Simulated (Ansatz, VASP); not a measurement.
**BiAuCl4 in VASP and in Ansatz**

```xyz
6
Lattice="0.0000 4.1628 4.1628 4.1628 0.0000 4.1628 4.1628 4.1628 0.0000" Properties=species:S:1:pos:R:3 pbc="T T T"
Bi    0.0000    0.0000    0.0000
Au    6.2442    6.2442    6.2442
Cl    5.2035    3.1221    5.2035
Cl    5.2035    5.2035    3.1221
Cl    3.1221    3.1221    3.1221
Cl    3.1221    5.2035    5.2035
```

Alike in both runs: task relaxation of cell and atoms; functional PBE; k mesh 8 × 8 × 8; occupations gaussian, width 0.1 eV; no spin polarisation.

```csv
,VASP,Ansatz
version,VASP 6.6.1,Ansatz 0.2.0
potentials or method,"VASP PAW PBE potentials, release 64 (Bi_d, Au, Cl), cutoff 600 eV","scalar-relativistic, plane waves, PAW"
valence electrons in the cell,54,62
```

```csv
,VASP,Ansatz,Ansatz less VASP
"gap on the k mesh at the Fermi level, each at its own relaxed structure (eV)",none,none,-
relaxed volume (Å³/atom),23.31,23.31,+0.003
relaxed cell length with the largest relative difference (Å),5.826,5.826,+0.0002
```

A gap of «none» marks a metal or a gap that the smearing closes. VASP's potentials hold 54 valence electrons a cell and Ansatz's 62, so a difference there can come from the potentials and not from the codes.

Spin-orbit coupling is off throughout.
